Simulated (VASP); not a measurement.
## BiTe: single point with r2SCAN

Crystal: BiTe.

```xyz
2
Lattice="2.3469 1.3550 3.5349 -2.3469 1.3550 3.5349 0.0000 -2.7100 3.5349" Properties=species:S:1:pos:R:3 pbc="T T T"
Bi    0.0000    0.0000    5.3024
Te    0.0000    0.0000    0.0000
```

This cell differs from its parent crystal: ratio of the length along z to the lengths across it x 1.1, volume and fractional coordinates fixed.

| Property | Result |
| --- | --- |
| Program | VASP 6.6.1 |
| Task | single point |
| Functional | r2SCAN |
| Potentials or basis | VASP PAW PBE potentials, release 64 (Bi_d, Te) |
| Cutoff | 520 eV |
| k mesh | 12 × 12 × 12 |
| Occupations | fermi-dirac, width 0.1 eV |
| Spin | no spin polarisation |

```json
{
  "Pressure": "0.0 GPa",
  "Band gap on the k mesh": "zero (an odd number of electrons rules out a gap without spin polarisation)"
}
```

Stress tensor (GPa, compression positive):
```
 0.04  0.00  0.00
 0.00  0.04  0.00
 0.00  0.00 -0.13
```

Levels at points of the mesh, in eV from the Fermi level:
```
           k point  band 6  band 7  band 8  band 9  band 10  band 11  band 12  band 13  band 14  band 15
(0.00, 0.00, 0.00)  -14.19   -8.36   -3.05   -3.05    -2.35     2.03     2.38     2.38     4.68     4.68
(0.50, 0.00, 0.00)  -12.14  -11.81   -2.15   -2.01    -1.48    -0.81    -0.73    -0.24     7.59     7.61
(0.50, 0.50, 0.00)  -12.30  -10.35   -6.00   -4.58    -4.04     2.52     3.56     3.84     5.14     8.85
(0.50, 0.50, 0.50)  -11.97  -11.61   -2.37   -2.37    -2.00    -1.12    -1.03    -1.03     8.10     8.52
```

It took 4.8 min on 1 thread of Intel(R) Xeon(R) 6975P-C (Granite Rapids), with other jobs on the host, peak memory 0.38 GiB.

Caveat: the PAW data sets were made with another functional, which shifts forces and pressure a little; spin-orbit coupling is left out, which moves the levels of the heavy elements; an odd number of electrons without spin polarisation forces a metal; a magnetic or distorted state may lie lower.
